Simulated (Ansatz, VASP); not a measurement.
## TaN in VASP and in Ansatz

```
Ta N
1.0
     2.89829    0.00000    0.00000
    -1.44915    2.50999    0.00000
     0.00000    0.00000    2.84404
Ta N
1 1
Cartesian
  0.0000 1.6733 1.4220
  0.0000 0.0000 0.0000
```

Change from the starting cell: volume scaled by 0.96, PAW files.

Alike in both runs: task electric field gradients; functional PBEsol; k mesh 12 × 12 × 10; occupations fermi-dirac, width 0.02 eV; no spin polarisation.

|  | VASP | Ansatz |
| --- | --- | --- |
| version | VASP 6.6.1 | Ansatz 0.2.0 |
| potentials or method | VASP PAW PBE potentials, release 64 (Ta_pv, N) | PAW with Ansatz's default frozen-core files, scalar-relativistic |
| plane-wave cutoff (eV) | 520 | 420 |
| valence electrons in the cell | 16 | 18 |

|  | VASP | Ansatz | Ansatz less VASP |
| --- | --- | --- | --- |
| pressure (GPa) | 11.4 | 10.4 | -0.99 |
| traceless stress, the component that is largest in VASP (GPa) | 1.16 | 1.00 | -0.156 |
| size of Vzz on the site where it differs most (V/Å²) | 13.7 | 46.0 | +32.33 |

VASP's potentials were made for PBE, not for PBEsol. VASP's potentials hold 16 valence electrons a cell and Ansatz's 18, so a difference there can come from the potentials and not from the codes.

Neither program's run includes spin-orbit coupling.
